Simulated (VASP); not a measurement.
Set up this calculation in VASP 6.6.1, as the native input.

| Item | Value |
| --- | --- |
| Task | single point |
| Functional | LDA |
| Potentials or basis | VASP PAW LDA potentials, release 64 (Cd, S) |
| Cutoff | 520 eV |
| k mesh | 7 × 7 × 5 |
| Occupations | fermi-dirac, width 0.05 eV |
| Spin | no spin polarisation |
| Dipole correction | no |
| Further INCAR settings | ALGO = Normal; EDIFF = 1e-07; NBANDS = 16 |

The structure of CdS lies in POSCAR:

```
CdS
1.0
    4.2611695877      0.0000000000      0.0000000000
   -2.1305847939      3.6902811128      0.0000000000
    0.0000000000      0.0000000000      5.8041729400
Cd S
1 1
Direct
    0.0000000000      0.0000000000      0.4426919200
    0.6666666667      0.3333333333      0.4343080800
```

These files were run (other wordings do the same):

INCAR

```
ALGO = Normal
EDIFF = 1E-7
ENCUT = 520
ISIF = 2
ISMEAR = -1
LASPH = T
LCHARG = T
LELF = T
LREAL = F
LVHAR = T
LWAVE = F
NBANDS = 16
NELM = 60
PREC = Accurate
SIGMA = 0.05
```

KPOINTS

```
k-points
0
Gamma
  7 7 5
```

Potentials or basis: VASP PAW LDA potentials, release 64 (Cd, S).

The run is started by

```bash
$ cat potpaw_LDA.64/Cd/POTCAR potpaw_LDA.64/S/POTCAR > POTCAR
$ mpirun -np 1 vasp_std > vasp.out
```

It gave:

```
Pressure               : -2.3 GPa
Largest force          : 0.023 eV/Å
Band gap on the k mesh : 1.29 eV
```

Caveat: an odd mesh through Γ misses points on the zone boundary, where band edges can lie.

Run time: 31 s on 1 thread of Intel(R) Xeon(R) Platinum 8259CL CPU @ 2.50GHz (Skylake/Cascade Lake), on a shared host, peak memory 0.19 GiB.
